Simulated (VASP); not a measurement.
# CdPt (P4/mmm) in VASP: a series of runs, part 2 of 2

VASP 6.6.1. The steps go on from the part before.

## Step 3: Relaxation of cell and atoms, LDA

This run uses another cell than the first one, of 17.50 Å³/atom, 1.082 times its volume.

File INCAR:

```
  PREC = Accurate
  ENCUT = 600
  EDIFF = 1E-7
  ISMEAR = 0
  SIGMA = 0.1
  LREAL = False
  LASPH = True
  NELM = 100
  ALGO = Normal
  ISIF = 3
  LWAVE = False
  LCHARG = False
  IBRION = 2
  NSW = 70
  EDIFFG = -0.005
```

File KPOINTS:

```
Automatic mesh
0
Gamma
  14 14 12
```

File POSCAR:

```
CdPt
1.0
    3.0003711889      0.0000000000      0.0000000000
    0.0000000000      3.0003711889      0.0000000000
    0.0000000000      0.0000000000      3.8888059567
Cd Pt
1 1
Direct
    0.0000000000      0.0000000000      0.0000000000
    0.5000000000      0.5000000000      0.5000000000
```

Potentials or basis: VASP PAW LDA potentials, release 64 (Cd, Pt).

On the command line:

```console
$ cat potpaw_LDA.64/Cd/POTCAR potpaw_LDA.64/Pt/POTCAR > POTCAR
$ mpirun -np 1 vasp_std > vasp.out
```

OUTCAR:

```text
PREC = Accurate
   ENCUT = 600
   EDIFF = 1E-7
   ISMEAR = 0
   LREAL = False
   LASPH = True
   NELM = 100
   ISIF = 3
   IBRION = 2
   NSW = 70
   EDIFFG = -0.005

 ion  position               nearest neighbor table
   1  0.000  0.000  0.000-   2 2.88   2 2.88   2 2.88   2 2.88   2 2.88   2 2.88   2 2.88   2 2.88

   2  0.500  0.500  0.500-   1 2.88   1 2.88   1 2.88   1 2.88   1 2.88   1 2.88   1 2.88   1 2.88

  LATTYP: Found a simple tetragonal cell.
 ALAT       =     3.0003711889
 C/A-ratio  =     1.2961082852

  Lattice vectors:

 A1 = (   3.0003711889,   0.0000000000,   0.0000000000)
 A2 = (   0.0000000000,   3.0003711889,   0.0000000000)
 A3 = (   0.0000000000,   0.0000000000,   3.8888059567)

Analysis of symmetry for initial positions (statically):
=====================================================================
 Subroutine PRICEL returns:
 Original cell was already a primitive cell.

 Routine SETGRP: Setting up the symmetry group for a
 simple tetragonal supercell.

 Subroutine GETGRP returns: Found 16 space group operations
 (whereof 16 operations were pure point group operations)
 out of a pool of 16 trial point group operations.

The static configuration has the point symmetry D_4h.

Analysis of symmetry for dynamics (positions and initial velocities):
=====================================================================
 Subroutine PRICEL returns:
 Original cell was already a primitive cell.

 Routine SETGRP: Setting up the symmetry group for a
 simple tetragonal supercell.

 Subroutine GETGRP returns: Found 16 space group operations
 (whereof 16 operations were pure point group operations)
 out of a pool of 16 trial point group operations.

The dynamic configuration has the point symmetry D_4h.

 Subroutine INISYM returns: Found 16 space group operations
[... 138 lines left out ...]

 number of electron      22.0000004 magnetization

 Free energy of the ion-electron system (eV)
  ---------------------------------------------------
  ext. energy  EPLUGINS =         0.00000000
  ---------------------------------------------------
  free energy    TOTEN  =        -9.60145577 eV

  energy without entropy =       -9.59855843  energy(sigma->0) =       -9.60000710

------------------------ aborting loop because EDIFF is reached ----------------------------------------

  FORCE on cell =-STRESS in cart. coord.  units (eV):
  Direction    XX          YY          ZZ          XY          YZ          ZX
  --------------------------------------------------------------------------------------
  -------------------------------------------------------------------------------------
  Total       -2.3399318     -2.3399318     -2.2980968      0.0000000     -0.0000000      0.0000000
  in kB     -107.0896570   -107.0896570   -105.1750340      0.0000000     -0.0000000      0.0000000
  external PRESSURE =    -106.4514494 kB  Pullay stress =       0.0000000 kB
[... 275 lines left out ...]
--------------------------------------- Ionic step        9  -------------------------------------------

 number of electron      21.9999998 magnetization

 Free energy of the ion-electron system (eV)
  ---------------------------------------------------
  ext. energy  EPLUGINS =         0.00000000
  ---------------------------------------------------
  free energy    TOTEN  =        -9.68565194 eV

  energy without entropy =       -9.68247584  energy(sigma->0) =       -9.68406389

 E-fermi :   6.8614     XC(G=0): -13.0617

 val. band max:        6.8465699808   @ k =   0.3571   0.3571   0.3333
 cond. band min:       6.8623538650   @ k =   0.4286   0.1429   0.5000
 fundamental gap:      0.0157838842
 Fermi energy:         6.8614273260

 k-point     1 :       0.0000    0.0000    0.0000
  band No.  band energies     occupation
      1      -2.9794      2.00000
      2      -2.7218      2.00000
      3      -2.4583      2.00000
      4      -1.4587      2.00000
      5      -1.4587      2.00000
      6      -1.0863      2.00000
      7       2.6705      2.00000
      8       3.3150      2.00000
      9       5.5358      2.00000
     10       5.5358      2.00000
     11       6.0897      2.00000
     12       8.4740      0.00000
     13      14.4870      0.00000
     14      15.7452      0.00000
[... 401 lines left out ...]
      2      -2.0263      2.00000
      3      -1.8748      2.00000
      4      -1.6984      2.00000
      5      -1.5834      2.00000
      6       0.8284      2.00000
      7       3.6981      2.00000
      8       3.6998      2.00000
      9       3.8403      2.00000
     10       5.0458      2.00000
     11       5.0753      2.00000
     12       9.4164      0.00000
     13      13.9731      0.00000
     14      14.6353      0.00000
     15      16.5158      0.00000

 [... further k-points ...]

------------------------ aborting loop because EDIFF is reached ----------------------------------------

  FORCE on cell =-STRESS in cart. coord.  units (eV):
  Direction    XX          YY          ZZ          XY          YZ          ZX
  --------------------------------------------------------------------------------------
  -------------------------------------------------------------------------------------
  Total       -0.0035560     -0.0035560     -0.0025307      0.0000000     -0.0000000      0.0000000
  in kB       -0.1744450     -0.1744450     -0.1241460      0.0000000     -0.0000000      0.0000000
  external PRESSURE =      -0.1576787 kB  Pullay stress =       0.0000000 kB
[... 17 lines left out ...]
  FREE ENERGIE OF THE ION-ELECTRON SYSTEM (eV)
  ---------------------------------------------------
  free  energy   TOTEN  =        -9.6856519400 eV

  energy  without entropy=       -9.6824758406  energy(sigma->0) =       -9.68406389

 reached required accuracy - stopping structural energy minimisation
```

OSZICAR:

```text
N       E                     dE             d eps       ncg     rms          rms(c)
DAV:   1     0.153635444458E+03    0.15364E+03   -0.13328E+04  7792   0.164E+03
DAV:   2    -0.663161875301E+01   -0.16027E+03   -0.15424E+03  8106   0.359E+02
DAV:   3    -0.994384010152E+01   -0.33122E+01   -0.32938E+01  9268   0.591E+01
[... 74 lines left out ...]
DAV:   2    -0.968579932053E+01    0.39089E-03   -0.38733E-04  8554   0.266E-01    0.692E-02
DAV:   3    -0.968566207686E+01    0.13724E-03   -0.13253E-04  8554   0.130E-01    0.283E-02
DAV:   4    -0.968565245024E+01    0.96266E-05   -0.20210E-05  8701   0.546E-02    0.107E-02
DAV:   5    -0.968565198366E+01    0.46658E-06   -0.12370E-06  8316   0.119E-02    0.640E-03
DAV:   6    -0.968565193998E+01    0.43683E-07   -0.14398E-07  5601   0.422E-03
   9 F= -.96856519E+01 E0= -.96840639E+01  d E =-.122066E-03
```

It took 6.8 min on 1 thread of Intel Xeon Platinum 8375C at 2.90GHz (Ice Lake), shared host; peak memory 0.31 GiB.

Results:

* Free energy: -9.6857 eV
* Relaxed volume: 16.33 Å³/atom
* Relaxed cell: a = 2.925 Å, b = 2.925 Å, c = 3.817 Å, α = 90.00°, β = 90.00°, γ = 90.00°
* Space group after relaxing (to 0.05 Å): P4/mmm (No. 123)
* Energy gained by relaxing: 42.1 meV/atom
* Ionic steps: 9
* Pressure after relaxing: 0.0 GPa
* Band gap on the k mesh: zero (band 11 reaches 11.02 eV, above the bottom of band 12 at 5.41 eV)

Step by step:
```tsv
step	energy change (eV)	largest force (eV/Å)	pressure (GPa)	volume (Å³)
1	0.0000	0.0000	-10.65	35.01
2	0.1454	0.0000	25.48	29.44
3	-0.0839	0.0000	-0.34	32.72
4	-0.0840	0.0000	-0.08	32.67
5	-0.0840	0.0000	0.18	32.63
6	-0.0841	0.0000	-0.24	32.70
7	-0.0841	0.0000	-0.18	32.69
8	-0.0842	0.0000	-0.11	32.68
9	-0.0842	0.0000	-0.02	32.66
```

Final structure:
```yaml
crystal:
  lattice:
    - [2.92519, 0.00000, 0.00000]
    - [0.00000, 2.92519, 0.00000]
    - [0.00000, 0.00000, 3.81683]
  atoms:
    - { symbol: Cd, position: [0.00000, 0.00000, 0.00000] }
    - { symbol: Pt, position: [0.50000, 0.50000, 0.50000] }
```

Caveat: spin-orbit coupling is left out, which moves the levels of the heavy elements.
